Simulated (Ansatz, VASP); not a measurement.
# Os: VASP beside Ansatz

INCAR

```
PREC = Accurate ; ENCUT = 500
EDIFF = 1E-6 ; ISMEAR = -1
SIGMA = 0.1 ; LREAL = False
LASPH = True ; NELM = 120
ALGO = Normal ; ISIF = 2
LWAVE = False ; LCHARG = False
GGA = CA ; NBANDS = 23
GGA_COMPAT = False
```

Contents of KPOINTS:

```
Automatic mesh
0
Gamma
  13 13 8
```

The input POSCAR:

```
Os
1.0
    2.7175247593      0.0000000000      0.0000000000
   -1.3587623796      2.3534454770      0.0000000000
    0.0000000000      0.0000000000      4.2844606214
Os
2
Direct
    0.3333333333      0.6666666667      0.2500000000
    0.6666666667      0.3333333333      0.7500000000
```

Input for Ansatz:

```yaml
crystal:
  lattice:
    - [2.7175247593, 0.0, 0.0]
    - [-1.3587623796, 2.353445477, 0.0]
    - [0.0, 0.0, 4.2844606214]
  atoms:
    - { symbol: Os, position: [0.3333333333, 0.6666666667, 0.25] }
    - { symbol: Os, position: [0.6666666667, 0.3333333333, 0.75] }
hamiltonian:
  xc: lda
  pseudopotentials:
    kind: paw
    azcp:
      Os: "pseudopotentials/Os.paw.azcp"
basis:
  ecutwfc: 500
  fft_grid_basis: typed
kpoints:
  mp_grid: { grid: [13, 13, 8], shift: [0, 0, 0] }
magnetization:
  spin_polarized: false
scf:
  occupations: { method: fermi_dirac, width: 0.1 }
  lower_state_search: "off"
output:
  stress: true
```

Alike in both runs: task single point; functional LDA; k mesh 13 × 13 × 8; occupations fermi-dirac, width 0.1 eV; no spin polarisation.

|  | VASP | Ansatz |
| --- | --- | --- |
| version | VASP 6.6.1 | Ansatz 0.2.0 |
| potentials or method | VASP PAW LDA potentials, release 64 (Os_sv_GW), cutoff 500 eV | plane waves (500 eV) with PAW, scalar-relativistic |
| valence electrons in the cell | 32 | 32 |

```tsv
	VASP	Ansatz	Ansatz less VASP
pressure (GPa)	-0.6	0.1	+0.70
traceless stress, the component that is largest in VASP (GPa)	-0.34	-0.50	-0.160
```

Ansatz warns that its potentials were made for another functional, while VASP's fit it. LDA's correlation is that of Perdew and Zunger in VASP and of Perdew and Wang (1992) in Ansatz.

Neither program's run includes spin-orbit coupling.
